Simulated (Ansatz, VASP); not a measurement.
# One calculation of NaH, two programs

```
Na H
1.0
     0.00000    2.39934    2.39934
     2.39934    0.00000    2.39934
     2.39934    2.39934    0.00000
Na H
1 1
Direct
  0.00000 0.00000 0.00000
  0.50000 0.50000 0.50000
```

Change from the starting cell: volume scaled by 0.98.

Alike in both runs: task single point; functional PBE; k mesh 12 × 12 × 12; occupations fermi-dirac, width 0.08 eV; no spin polarisation.

|  | VASP | Ansatz |
| --- | --- | --- |
| version | VASP 6.6.1 | Ansatz 0.2.0 |
| potentials or method | VASP PAW PBE potentials, release 64 (Na_pv, H), cutoff 520 eV | all-electron LAPW, scalar-relativistic |

```tsv
	VASP	Ansatz	Ansatz less VASP
gap on the k mesh at the Fermi level (eV)	3.80	3.80	+0.002
pressure (GPa)	0.5	0.5	+0.05
```

Ansatz ran all-electron here, and VASP with PAW potentials.
